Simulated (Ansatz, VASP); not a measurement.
# W: VASP beside Ansatz

```xyz
1
Lattice="-1.5919 1.5919 1.5919 1.5919 -1.5919 1.5919 1.5919 1.5919 -1.5919" Properties=species:S:1:pos:R:3 pbc="T T T"
W     0.0000    0.0000    0.0000
```

Alike in both runs: functional PBE; k mesh 40 × 40 × 40; occupations gaussian, width 0.3 eV; no spin polarisation.

Ansatz relaxed the structure, and its values are those at the end. VASP's run is a single point on that final structure, the one shown.

```csv
,VASP,Ansatz
version,VASP 6.6.1,Ansatz 0.2.0
potentials or method,"VASP PAW PBE potentials, release 64 (W_sv)","scalar-relativistic, plane waves, PAW"
plane-wave cutoff (eV),520,420
valence electrons in the cell,14,14
```

|  | VASP | Ansatz | Ansatz less VASP |
| --- | --- | --- | --- |
| gap on the k mesh at the Fermi level (eV) | none | none | - |
| pressure (GPa) | 0.4 | 0.0 | -0.46 |

A gap of «none» marks a metal or a gap that the smearing closes. The functional is the same, so the differences come from potentials, cutoffs and numerics.

Neither program's run includes spin-orbit coupling.
